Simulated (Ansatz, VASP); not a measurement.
One calculation of KSiH4, two programs

```xyz
12
Lattice="4.8539 0.0000 0.0000 0.0000 4.8539 0.0000 0.0000 0.0000 6.8096" Properties=species:S:1:pos:R:3 pbc="T T T"
K     3.6404    1.2135    1.7024
K     1.2135    3.6404    5.1072
H     1.2135    2.6211    0.9806
H     4.6597    1.2135    4.3854
H     1.2135    4.6597    0.9806
H     2.6211    1.2135    4.3854
H     3.6404    2.2328    5.8290
H     2.2328    3.6404    2.4242
H     3.6404    0.1942    5.8290
H     0.1942    3.6404    2.4242
Si    3.6404    1.2135    5.1072
Si    1.2135    3.6404    1.7024
```

Alike in both runs: task single point; functional r2SCAN; k mesh 7 × 7 × 5; no spin polarisation.

|  | VASP | Ansatz |
| --- | --- | --- |
| version | VASP 6.6.1 | Ansatz 0.2.0 |
| potentials or method | VASP PAW PBE potentials, release 64 (K_sv, H, Si), cutoff 520 eV | PAW plane waves |
| occupations | fermi-dirac, width 0.1 eV | fermi-dirac |
| valence electrons in the cell | 34 | 34 |

```csv
,VASP,Ansatz,Ansatz less VASP
pressure (GPa),25.6,25.9,+0.36
"traceless stress, the component that is largest in VASP (GPa)",0.88,0.88,-0.007
rms of the force components (eV/Å),3.670,3.706,+0.0352
```

VASP's potentials were made for PBE, not for r2SCAN. Atom by atom the forces differ by 0.035 eV/Å (rms over components).
